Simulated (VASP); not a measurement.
# Gd (Im-3m) in VASP: notebook

Runs on Gd. Level: PBE. Tasks: single point.

Program: VASP 6.6.1. These are calculated values, not measurements. Logs are shortened: lines on timing, memory, paths and dates and some standing lists are left out, and cuts for length are marked.

### 1 The cell of the first run

The structure is cubic, space group Im-3m (No. 229). Conventional cell: a = 3.981 Å, b = 3.981 Å, c = 3.981 Å, α = 90.00°, β = 90.00°, γ = 90.00°. Within 4.5 Å of Gd (site symmetry m-3m) lie 14 Gd at 3.45 to 3.98 Å.

This isn't the form of Gd at room conditions, which is hcp.

### 2 Single point, PBE, collinear spin, ferromagnetic start (31.55 Å³/atom)

Contents of INCAR:

```
  PREC = Accurate
  ENCUT = 520
  EDIFF = 1E-6
  ISMEAR = -1
  SIGMA = 0.08
  LREAL = False
  LASPH = True
  NELM = 150
  ALGO = Normal
  ISIF = 2
  LWAVE = False
  LCHARG = False
  ISPIN = 2
  MAGMOM = 7
  LORBIT = 11
  LMAXMIX = 6
  GGA = PE
  NBANDS = 19
```

Contents of KPOINTS:

```
Automatic mesh
0
Gamma
  14 14 14
```

Contents of POSCAR:

```
Gd
1.0
   -1.9906713343      1.9906713343      1.9906713343
    1.9906713343     -1.9906713343      1.9906713343
    1.9906713343      1.9906713343     -1.9906713343
Gd
1
Direct
    0.0000000000      0.0000000000      0.0000000000
```

Potentials or basis: VASP PAW PBE potentials, release 64 (Gd).

The run is started by

```bash
cat potpaw_PBE.64/Gd/POTCAR > POTCAR
mpirun -np 1 vasp_std > vasp.out
```

OUTCAR:

```text
PREC = Accurate
   ENCUT = 520
   EDIFF = 1E-6
   ISMEAR = -1
   LREAL = False
   LASPH = True
   NELM = 150
   ISIF = 2
   ISPIN = 2
   LORBIT = 11
   GGA = PE

 ion  position               nearest neighbor table
   1  0.000  0.000  0.000-

  LATTYP: Found a body centered cubic cell.
 ALAT       =     3.9813426686

  Lattice vectors:

 A1 = (  -1.9906713343,   1.9906713343,   1.9906713343)
 A2 = (   1.9906713343,  -1.9906713343,   1.9906713343)
 A3 = (   1.9906713343,   1.9906713343,  -1.9906713343)

Analysis of symmetry for initial positions (statically):
=====================================================================
 Subroutine PRICEL returns:
 Original cell was already a primitive cell.

 Routine SETGRP: Setting up the symmetry group for a
 body centered cubic supercell.

 Subroutine GETGRP returns: Found 48 space group operations
 (whereof 48 operations were pure point group operations)
 out of a pool of 48 trial point group operations.

The static configuration has the point symmetry O_h .

Analysis of symmetry for dynamics (positions and initial velocities):
=====================================================================
 Subroutine PRICEL returns:
 Original cell was already a primitive cell.

 Routine SETGRP: Setting up the symmetry group for a
 body centered cubic supercell.

 Subroutine GETGRP returns: Found 48 space group operations
 (whereof 48 operations were pure point group operations)
 out of a pool of 48 trial point group operations.

The dynamic configuration has the point symmetry O_h .

Analysis of structural, dynamic, and magnetic symmetry:
=====================================================================
 Subroutine PRICEL returns:
 Original cell was already a primitive cell.

 Routine SETGRP: Setting up the symmetry group for a
 body centered cubic supercell.

 Subroutine GETGRP returns: Found 48 space group operations
 (whereof 48 operations were pure point group operations)
 out of a pool of 48 trial point group operations.

The overall configuration has the point symmetry O_h .

 Subroutine INISYM returns: Found 48 space group operations
 (whereof 48 operations are pure point group operations),
 and found     1 'primitive' translations

----------------------------------------------------------------------------------------

                                     Primitive cell

  volume of cell :      31.5543

  direct lattice vectors                    reciprocal lattice vectors
    -1.990671334  1.990671334  1.990671334     0.000000000  0.251171548  0.251171548
     1.990671334 -1.990671334  1.990671334     0.251171548  0.000000000  0.251171548
     1.990671334  1.990671334 -1.990671334     0.251171548  0.251171548  0.000000000

  length of vectors
     3.447943892  3.447943892  3.447943892     0.355210209  0.355210209  0.355210209

  position of ions in fractional coordinates (direct lattice)
     0.000000000  0.000000000  0.000000000

  ion indices of the primitive-cell ions
   primitive index   ion index
                 1           1

----------------------------------------------------------------------------------------

 KPOINTS: Automatic mesh

Automatic generation of k-mesh.
 Grid dimensions read from file:
 generate k-points for:   14   14   14

 Generating k-lattice:

  Cartesian coordinates                     Fractional coordinates (reciprocal lattice)
     0.000000000  0.017940825  0.017940825     0.071428571  0.000000000  0.000000000
     0.017940825  0.000000000  0.017940825     0.000000000  0.071428571  0.000000000
     0.017940825  0.017940825  0.000000000     0.000000000  0.000000000  0.071428571

  Length of vectors
     0.025372158  0.025372158  0.025372158

  Shift w.r.t. Gamma in fractional coordinates (k-lattice)
     0.000000000  0.000000000  0.000000000

 Subroutine IBZKPT returns following result:
 ===========================================

 Found    104 irreducible k-points:

 Following reciprocal coordinates:
            Coordinates               Weight
  0.000000  0.000000  0.000000      1.000000
  0.071429  0.000000  0.000000     12.000000
  0.142857  0.000000  0.000000     12.000000
  0.214286  0.000000  0.000000     12.000000
  0.285714  0.000000  0.000000     12.000000
  0.357143  0.000000  0.000000     12.000000
[... 16 lines left out ...]
  0.285714  0.285714  0.000000     24.000000
  0.357143  0.285714  0.000000     24.000000
 [... further k-points ...]
   k-points           NKPTS =    104   k-points in BZ     NKDIM =    104   number of bands    NBANDS=     19
   number of dos      NEDOS =    301   number of ions     NIONS =      1
   total plane-waves  NPLWV =  21952
   dimension x,y,z NGX =    28 NGY =   28 NGZ =   28
   dimension x,y,z NGXF=    56 NGYF=   56 NGZF=   56
   ions per type =               1
   NGX,Y,Z   is equivalent  to a cutoff of  13.50, 13.50, 13.50 a.u.
   NGXF,Y,Z  is equivalent  to a cutoff of  27.00, 27.00, 27.00 a.u.
 SYSTEM =  unknown system
[... 28 lines left out ...]
     AMIX     =   0.40;   BMIX     =  1.00
     AMIX_MAG =   1.60;   BMIX_MAG =  1.00
  volume/ion in A,a.u.               =      31.55       212.94
  Fermi-wavevector in a.u.,A,eV,Ry     =   1.357728  2.565734 25.081324  1.843425
  Thomas-Fermi vector in A             =   2.484622
   LORBIT       =     11    0 simple, 1 ext, 2 COOP (PROOUT), +10 PAW based schemes
   GGA     = PE    functional components
   LHFCALC =     F    Hartree Fock is set to
   AEXX    =    0.0000 exact exchange contribution
   IVDW    =     0    specifies the selected vdW correction
   LEPSILON=     F    determine dielectric tensor
   LRPA    =     F    only Hartree local field effects (RPA)
 spin polarized calculation
  energy-cutoff  :      520.00
  volume of cell :       31.55
 maximum number of plane-waves:       887
 NGX is ok and might be reduce to    28
   NGX = 13   NGY = 13   NGZ = 13

 number of electron      17.9999994 magnetization       7.6073499

 Free energy of the ion-electron system (eV)
  ---------------------------------------------------
  ext. energy  EPLUGINS =         0.00000000
  ---------------------------------------------------
  free energy    TOTEN  =       -11.62339606 eV

  energy without entropy =      -11.58005699  energy(sigma->0) =      -11.60172653

 E-fermi :   3.2114     XC(G=0): -10.1851

 val. band max:        3.1986213661   @ k =   0.2857   0.2857   0.0714
 cond. band min:       3.2179892347   @ k =   0.2857   0.2143   0.1429
 fundamental gap:      0.0193678686
 Fermi energy:         3.2114077376

 spin component 1

 k-point     1 :       0.0000    0.0000    0.0000
  band No.  band energies     occupation
      1     -42.0060      1.00000
      2     -18.9811      1.00000
      3     -18.9811      1.00000
      4     -18.9811      1.00000
      5      -1.9360      1.00000
      6      -1.6235      1.00000
[... 11 lines left out ...]
     18      13.8447      0.00000
     19      13.8447      0.00000

 k-point     2 :       0.0714    0.0000    0.0000
  band No.  band energies     occupation
      1     -42.0020      1.00000
      2     -19.0246      1.00000
      3     -18.9944      1.00000
      4     -18.9813      1.00000
      5      -1.7814      1.00000
      6      -1.6213      1.00000
[... 476 lines left out ...]
 k-point    24 :       0.3571    0.2857    0.0000
  band No.  band energies     occupation
      1     -41.9134      1.00000
      2     -19.6046      1.00000
      3     -19.4801      1.00000
      4     -19.0826      1.00000
      5      -1.6040      1.00000
      6      -1.5739      1.00000
[... 11 lines left out ...]
     18      11.6886      0.00000
     19      12.8274      0.00000

 [... further k-points ...]

 spin component 2

 k-point     1 :       0.0000    0.0000    0.0000
  band No.  band energies     occupation
      1     -38.7659      1.00000
      2     -16.5701      1.00000
      3     -16.5701      1.00000
      4     -16.5701      1.00000
      5      -1.0371      1.00000
      6       3.6513      0.00408
[... 11 lines left out ...]
     18      14.8169      0.00000
     19      14.8169      0.00000

 k-point     2 :       0.0714    0.0000    0.0000
  band No.  band energies     occupation
      1     -38.7608      1.00000
      2     -16.6232      1.00000
      3     -16.5857      1.00000
      4     -16.5705      1.00000
      5      -0.8741      1.00000
      6       3.6410      0.00463
[... 476 lines left out ...]
 k-point    24 :       0.3571    0.2857    0.0000
  band No.  band energies     occupation
      1     -38.6502      1.00000
      2     -17.3176      1.00000
      3     -17.1679      1.00000
      4     -16.6923      1.00000
      5       2.9007      0.97985
      6       3.5323      0.01779
[... 11 lines left out ...]
     18      13.1140      0.00000
     19      14.1928      0.00000

 [... further k-points ...]

------------------------ aborting loop because EDIFF is reached ----------------------------------------

  FORCE on cell =-STRESS in cart. coord.  units (eV):
  Direction    XX          YY          ZZ          XY          YZ          ZX
  --------------------------------------------------------------------------------------
  -------------------------------------------------------------------------------------
  Total        0.3751441      0.3751441      0.3751441      0.0000000      0.0000000     -0.0000000
  in kB       19.0480296     19.0480296     19.0480296      0.0000000      0.0000000     -0.0000000
  external PRESSURE =      19.0480296 kB  Pullay stress =       0.0000000 kB

 VOLUME and BASIS-vectors are now :
 -----------------------------------------------------------------------------
  energy-cutoff  :      520.00
  volume of cell :       31.55
      direct lattice vectors                 reciprocal lattice vectors
    -1.990671334  1.990671334  1.990671334     0.000000000  0.251171548  0.251171548
     1.990671334 -1.990671334  1.990671334     0.251171548  0.000000000  0.251171548
     1.990671334  1.990671334 -1.990671334     0.251171548  0.251171548  0.000000000

 POSITION                                       TOTAL-FORCE (eV/Angst)
 -----------------------------------------------------------------------------------
      0.00000      0.00000      0.00000         0.000000      0.000000      0.000000
 -----------------------------------------------------------------------------------
    total drift:                                0.000000     -0.000000     -0.000000

  FREE ENERGIE OF THE ION-ELECTRON SYSTEM (eV)
  ---------------------------------------------------
  free  energy   TOTEN  =       -11.6233960573 eV

  energy  without entropy=      -11.5800569946  energy(sigma->0) =      -11.60172653

 total charge

# of ion       s       p       d       f       tot
--------------------------------------------------
    1        2.075   5.558   0.612   6.981  15.226

 magnetization (x)

# of ion       s       p       d       f       tot
--------------------------------------------------
    1        0.002  -0.057   0.241   6.815   7.001
```

It took 2.5 min on 1 thread of Intel Xeon 6975P-C (Granite Rapids), shared host; peak memory 0.26 GiB.

What came out:

```yaml
Free_energy: -11.6234 eV
Pressure: 1.9 GPa
Net_moment: 7.61 μB per cell
Site_moments: Gd +7.00 μB
Valence_electrons_inside_the_program's_atomic_spheres: Gd 15.23
```

Levels at points of the mesh, in eV from the Fermi level:
Spin up:
```csv
k point,band 10,band 11,band 12,band 13,band 14,band 15,band 16,band 17
"(0.00, 0.00, 0.00)",-4.69,-4.69,-4.66,1.33,1.33,1.33,3.68,3.68
"(0.50, 0.00, 0.00)",-4.70,-4.68,-2.52,-0.36,1.29,3.59,4.41,6.49
"(0.50, 0.50, 0.50)",-4.67,-4.67,-2.05,-2.05,5.77,5.77,5.77,6.24
```
Spin down:
| k point | band 3 | band 4 | band 5 | band 6 | band 7 | band 8 |
| --- | --- | --- | --- | --- | --- | --- |
| (0.00, 0.00, 0.00) | -19.78 | -19.78 | -4.25 | 0.44 | 0.44 | 0.44 |
| (0.50, 0.00, 0.00) | -20.09 | -19.79 | -1.61 | 0.45 | 0.51 | 0.59 |
| (0.50, 0.50, 0.50) | -20.44 | -20.44 | -1.28 | -1.28 | 0.50 | 0.58 |

Caveat: spin-orbit coupling is left out, which moves the levels of the heavy elements; semilocal functionals describe open f shells poorly, which spoils levels, moments and volumes.

### 3 Single point, PBE, collinear spin, ferromagnetic start (32.38 Å³/atom)

This run uses another cell than the first one, of 32.38 Å³/atom.

Contents of INCAR:

```
SYSTEM = Gd
PREC = Accurate
ENCUT = 520
EDIFF = 1E-7
ISMEAR = -1
SIGMA = 0.08
LREAL = .False.
LASPH = .True.
NELM = 150
ALGO = Normal
ISIF = 2
LWAVE = .False.
LCHARG = .True.
ISPIN = 2
MAGMOM = 7
LORBIT = 11
LMAXMIX = 6
GGA = PE
LELF = .True.
LVHAR = .True.
NBANDS = 19
```

Contents of KPOINTS:

```
regular mesh
0
Gamma
  14 14 14
  0 0 0
```

Contents of POSCAR:

```
Gd
1.0
   -2.0079823887      2.0079823887      2.0079823887
    2.0079823887     -2.0079823887      2.0079823887
    2.0079823887      2.0079823887     -2.0079823887
Gd
1
Direct
    0.0000000000      0.0000000000      0.0000000000
```

Potentials or basis: VASP PAW PBE potentials, release 64 (Gd).

The run is started by

```bash
cat potpaw_PBE.64/Gd/POTCAR > POTCAR
mpirun -np 1 vasp_std > vasp.out
```

Run time: 2.9 min. Hardware: 1 thread of Intel Xeon 6975P-C (Granite Rapids), shared host; peak memory 0.26 GiB.

It converged, with:

```yaml
Free_energy: -11.6314 eV
Pressure: 1.0 GPa
Net_moment: 7.61 μB per cell
Site_moments: Gd +7.00 μB
Valence_electrons_inside_the_program's_atomic_spheres: Gd 15.21
```

Levels at points of the mesh, in eV from the Fermi level:
Spin up:
```tsv
k point	band 10	band 11	band 12	band 13	band 14	band 15	band 16	band 17
(0.00, 0.00, 0.00)	-4.73	-4.73	-4.69	1.32	1.32	1.32	3.60	3.60
(0.50, 0.00, 0.00)	-4.73	-4.71	-2.47	-0.33	1.18	3.50	4.30	6.31
(0.50, 0.50, 0.50)	-4.71	-4.71	-1.98	-1.98	5.61	5.61	5.61	6.05
```
Spin down:
| k point | band 3 | band 4 | band 5 | band 6 | band 7 | band 8 |
| --- | --- | --- | --- | --- | --- | --- |
| (0.00, 0.00, 0.00) | -19.85 | -19.85 | -4.22 | 0.42 | 0.42 | 0.42 |
| (0.50, 0.00, 0.00) | -20.13 | -19.86 | -1.56 | 0.43 | 0.48 | 0.56 |
| (0.50, 0.50, 0.50) | -20.46 | -20.46 | -1.20 | -1.20 | 0.48 | 0.55 |

Caveat: spin-orbit coupling is left out, which moves the levels of the heavy elements; semilocal functionals describe open f shells poorly, which spoils levels, moments and volumes.

### 4 Single point, PBE, collinear spin, ferromagnetic start (34.05 Å³/atom)

This run uses another cell than the first one, of 34.05 Å³/atom.

Contents of INCAR:

```
  PREC = Accurate
  ENCUT = 520
  EDIFF = 1E-7
  ISMEAR = -1
  SIGMA = 0.08
  LREAL = F
  LASPH = T
  NELM = 150
  ALGO = Normal
  ISIF = 2
  LWAVE = F
  LCHARG = F
  ISPIN = 2
  MAGMOM = 7
  LORBIT = 11
  LMAXMIX = 6
  GGA = PE
  NBANDS = 19
```

Contents of KPOINTS:

```
regular mesh
0
Gamma
  14 14 14
```

Contents of POSCAR:

```
Gd
1.0
   -2.0417362962      2.0417362962      2.0417362962
    2.0417362962     -2.0417362962      2.0417362962
    2.0417362962      2.0417362962     -2.0417362962
Gd
1
Direct
    0.0000000000      0.0000000000      0.0000000000
```

The run is started by

```bash
cat potpaw_PBE.64/Gd/POTCAR > POTCAR
mpirun -np 1 vasp_std > vasp.out
```

Wall time 3.2 min (1 thread of Intel Xeon 6975P-C (Granite Rapids), shared host); peak memory 0.27 GiB.

It converged, with:

| Item | Value |
| --- | --- |
| Free energy | -11.6339 eV |
| Pressure | -0.6 GPa |
| Net moment | 7.63 μB per cell |
| Site moments | Gd +6.99 μB |
| Valence electrons inside the program's atomic spheres | Gd 15.19 |

Levels at points of the mesh, in eV from the Fermi level:
Spin up:
```
           k point  band 10  band 11  band 12  band 13  band 14  band 15  band 16  band 17
(0.00, 0.00, 0.00)    -4.79    -4.79    -4.76     1.28     1.28     1.28     3.45     3.45
(0.50, 0.00, 0.00)    -4.79    -4.77    -2.38    -0.27     0.99     3.34     4.09     5.97
(0.50, 0.50, 0.50)    -4.77    -4.77    -1.83    -1.83     5.33     5.33     5.33     5.70
```
Spin down:
```csv
k point,band 2,band 3,band 4,band 5,band 6,band 7,band 8,band 9
"(0.00, 0.00, 0.00)",-19.97,-19.97,-19.97,-4.15,0.38,0.38,0.38,0.67
"(0.50, 0.00, 0.00)",-20.74,-20.22,-19.98,-1.47,0.39,0.43,0.51,0.60
"(0.50, 0.50, 0.50)",-20.50,-20.50,-20.50,-1.05,-1.05,0.43,0.50,0.50
```

Caveat: spin-orbit coupling is left out, which moves the levels of the heavy elements; semilocal functionals describe open f shells poorly, which spoils levels, moments and volumes.

### 5 Single point, PBE, collinear spin, ferromagnetic start (34.88 Å³/atom)

This run uses another cell than the first one, of 34.88 Å³/atom.

Contents of INCAR:

```
PREC = Accurate ; ENCUT = 520
EDIFF = 1E-6 ; ISMEAR = -1
SIGMA = 0.08 ; LREAL = False
LASPH = True ; NELM = 150
ALGO = Normal ; ISIF = 2
LWAVE = False ; LCHARG = False
ISPIN = 2 ; MAGMOM = 7
LORBIT = 11 ; LMAXMIX = 6
GGA = PE ; NBANDS = 19
```

Contents of KPOINTS:

```
Automatic mesh
0
Gamma
  14 14 14
```

Contents of POSCAR:

```
Gd
1.0
   -2.0582026226      2.0582026226      2.0582026226
    2.0582026226     -2.0582026226      2.0582026226
    2.0582026226      2.0582026226     -2.0582026226
Gd
1
Direct
    0.0000000000      0.0000000000      0.0000000000
```

The run is started by

```bash
cat potpaw_PBE.64/Gd/POTCAR > POTCAR
mpirun -np 1 vasp_std > vasp.out
```

Wall time 2.5 min (1 thread of Intel Xeon 6975P-C (Granite Rapids), shared host); peak memory 0.26 GiB.

It converged, with:

```yaml
Free_energy: -11.6293 eV
Pressure: -1.3 GPa
Net_moment: 7.63 μB per cell
Site_moments: Gd +6.99 μB
Valence_electrons_inside_the_program's_atomic_spheres: Gd 15.18
```

Levels at points of the mesh, in eV from the Fermi level:
Spin up:
```tsv
k point	band 10	band 11	band 12	band 13	band 14	band 15	band 16	band 17
(0.00, 0.00, 0.00)	-4.81	-4.81	-4.78	1.27	1.27	1.27	3.38	3.38
(0.50, 0.00, 0.00)	-4.81	-4.80	-2.34	-0.24	0.90	3.26	4.00	5.81
(0.50, 0.50, 0.50)	-4.79	-4.79	-1.77	-1.77	5.19	5.19	5.19	5.54
```
Spin down:
| k point | band 1 | band 2 | band 3 | band 4 | band 5 | band 6 | band 7 | band 8 | band 9 | band 10 |
| --- | --- | --- | --- | --- | --- | --- | --- | --- | --- | --- |
| (0.00, 0.00, 0.00) | -42.11 | -20.03 | -20.03 | -20.03 | -4.12 | 0.36 | 0.36 | 0.36 | 0.64 | 0.64 |
| (0.50, 0.00, 0.00) | -42.05 | -20.75 | -20.26 | -20.04 | -1.43 | 0.37 | 0.41 | 0.49 | 0.58 | 0.58 |
| (0.50, 0.50, 0.50) | -42.00 | -20.52 | -20.52 | -20.52 | -0.98 | -0.98 | 0.42 | 0.47 | 0.47 | 0.47 |

Caveat: spin-orbit coupling is left out, which moves the levels of the heavy elements; semilocal functionals describe open f shells poorly, which spoils levels, moments and volumes. The state reached can hang on the start; a lower one may exist.

### 6 Overview

```tsv
cell	gap on the mesh (eV)	pressure (GPa)	moment (μB)
a = 3.448 Å, angles 109.5°, 1 atom	none	1.9	7.61
a = 3.478 Å, angles 109.5°, 1 atom	none	1.0	7.61
a = 3.536 Å, angles 109.5°, 1 atom	none	-0.6	7.63
a = 3.565 Å, angles 109.5°, 1 atom	none	-1.3	7.63
```

Alike in all rows: task single point; level PBE; potentials or basis VASP PAW PBE potentials, release 64 (Gd); spin collinear, ferromagnetic start; k mesh 14 × 14 × 14; cutoff (eV) 520; smearing fermi-dirac 0.08 eV.

Caveats: spin-orbit coupling is left out, which moves the levels of the heavy elements; semilocal functionals describe open f shells poorly, which spoils levels, moments and volumes.

Total energies depend on the potentials used, so only differences within one code and one set of settings carry meaning.
